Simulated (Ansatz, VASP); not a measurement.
## Two plane-wave programs on Al

```xyz
1
Lattice="0.0000 2.0074 2.0074 2.0074 0.0000 2.0074 2.0074 2.0074 0.0000" Properties=species:S:1:pos:R:3 pbc="T T T"
Al    0.0000    0.0000    0.0000
```

Alike in both runs: task single point; functional PBEsol; k mesh 6 × 6 × 6; occupations gaussian, width 0.1 eV; no spin polarisation.

|  | VASP | Ansatz |
| --- | --- | --- |
| version | VASP 6.6.1 | Ansatz 0.2.0 |
| potentials or method | VASP PAW PBE potentials, release 64 (Al), cutoff 500 eV | scalar-relativistic, plane waves, PAW |
| valence electrons in the cell | 3 | 3 |

```csv
,VASP,Ansatz,Ansatz less VASP
gap on the k mesh at the Fermi level (eV),none,none,-
pressure (GPa),0.6,0.5,-0.08
```

VASP's potentials were made for PBE, not for PBEsol, and Ansatz warns of the same on its side. A gap of «none» marks a metal or a gap that the smearing closes.

The k mesh is coarse, so the values compare programs but aren't converged.
